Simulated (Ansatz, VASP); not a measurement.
# MgS: VASP beside Ansatz

INCAR

```
  PREC = Accurate
  ENCUT = 520
  EDIFF = 1E-7
  ISMEAR = 0
  SIGMA = 0.05
  LREAL = F
  LASPH = T
  NELM = 80
  ALGO = Normal
  ISIF = 2
  LWAVE = F
  LCHARG = F
  GGA = PS
  NBANDS = 11
```

File KPOINTS:

```
regular mesh
0
Gamma
  8 8 8
```

Contents of POSCAR:

```
MgS
1.0
    0.0000000000      2.5626252500      2.6406747500
    2.5626252500      0.0000000000      2.6406747500
    2.5626252500      2.5626252500      0.0000000000
Mg S
1 1
Direct
    0.0000000000      0.0000000000      0.0000000000
    0.5000000000      0.5000000000      0.5000000000
```

Input for Ansatz:

```yaml
crystal:
  lattice:
    - [0.0, 2.56262525, 2.64067475]
    - [2.56262525, 0.0, 2.64067475]
    - [2.56262525, 2.56262525, 0.0]
  atoms:
    - { symbol: Mg, position: [0.0, 0.0, 0.0] }
    - { symbol: S, position: [0.5, 0.5, 0.5] }
basis:
  ecutwfc: 420
kpoints:
  mp_grid: { grid: [8, 8, 8] }
hamiltonian:
  xc: pbesol
scf:
  occupations: { method: gaussian, width: 0.05 }
output:
  forces: true
  stress: true
  eigenvalues: true
```

Change from the starting cell: strain -0.015 along x and y, +0.015 along z, atoms carried along.

Alike in both runs: task single point; functional PBEsol; k mesh 8 × 8 × 8; occupations gaussian, width 0.05 eV; no spin polarisation.

|  | VASP | Ansatz |
| --- | --- | --- |
| version | VASP 6.6.1 | Ansatz 0.2.0 |
| potentials or method | VASP PAW PBE potentials, release 64 (Mg, S), cutoff 520 eV | scalar-relativistic, plane waves, PAW |
| valence electrons in the cell | 8 | 16 |

Ansatz gave:

| Property | Result |
| --- | --- |
| gap on the k mesh at the Fermi level (eV) | 2.61 |
| least direct gap on the mesh (eV) | 3.63 |
| pressure (GPa) | 0.4 |
| traceless stress, the component that is largest in VASP (GPa) | -2.18 |

Task: Which values does VASP return?

Result: gap on the k mesh at the Fermi level (eV): 2.61; least direct gap on the mesh (eV): 3.63; pressure (GPa): 0.2; traceless stress, the component that is largest in VASP (GPa): -2.17.

VASP's potentials were made for PBE, not for PBEsol. VASP's potentials hold 8 valence electrons a cell and Ansatz's 16, so a difference there can come from the potentials and not from the codes.
